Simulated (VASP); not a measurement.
Input of a VASP 6.6.1 run:

Contents of POSCAR:

```
KF
1.0
    0.0000000000      2.6589605792      2.5292033030
    2.6589605792      0.0000000000      2.5292033030
    2.6589605792      2.6589605792      0.0000000000
K F
1 1
Direct
    0.0000000000      0.0000000000      0.0000000000
    0.5000000000      0.5000000000      0.5000000000
```

File INCAR.step1:

```
PREC     = Accurate       # precision mode
ENCUT    = 520            # plane-wave cutoff, eV
ISMEAR   = 0              # smearing method
SIGMA    = 0.01           # smearing width, eV
LREAL    = False          # projectors in reciprocal space
LASPH    = True           # aspherical terms in the spheres
NELM     = 100            # most SCF steps
NBANDS   = 15             # bands
GGA      = PE             # functional
ALGO     = Normal         # electronic algorithm
EDIFF    = 1E-4           # SCF threshold, eV
LWAVE    = True           # write WAVECAR
LCHARG   = False          # write CHGCAR
```

Contents of INCAR.step2:

```
PREC     = Accurate       # precision mode
ENCUT    = 520            # plane-wave cutoff, eV
EDIFF    = 1E-6           # SCF threshold, eV
ISMEAR   = 0              # smearing method
SIGMA    = 0.01           # smearing width, eV
LREAL    = False          # projectors in reciprocal space
LASPH    = True           # aspherical terms in the spheres
NELM     = 100            # most SCF steps
ALGO     = Normal         # electronic algorithm
ISIF     = 2              # what is computed and relaxed
LWAVE    = False          # write WAVECAR
LCHARG   = True           # write CHGCAR
METAGGA  = R2SCAN         # meta-GGA
LMIXTAU  = True         
LELF     = True           # ELF
LVHAR    = True         
NBANDS   = 15             # bands
ISTART   = 1
```

The input KPOINTS:

```
Automatic mesh
0
Gamma
  8 8 8
```

Potentials or basis: VASP PAW PBE potentials, release 64 (K_sv, F).

Launch:

```bash
$ cat potpaw_PBE.64/K_sv/POTCAR potpaw_PBE.64/F/POTCAR > POTCAR
$ cp INCAR.step1 INCAR
$ mpirun -np 1 vasp_std > vasp.out
$ cp INCAR.step2 INCAR
$ mpirun -np 1 vasp_std > vasp.out
```

Task: Estimate the pressure.

Result: 2.3 GPa.

Task: Predict the band gap on the k mesh.

Result: 7.09 eV.

Stress tensor (GPa, compression positive):
```
0.75 0.00 0.00
0.00 0.75 0.00
0.00 0.00 5.43
```

Caveat: the cell differs from its parent crystal (uniaxial z strain -4.9%); the PAW data sets were made with another functional, which shifts forces and pressure a little. A k mesh can miss the band edges.
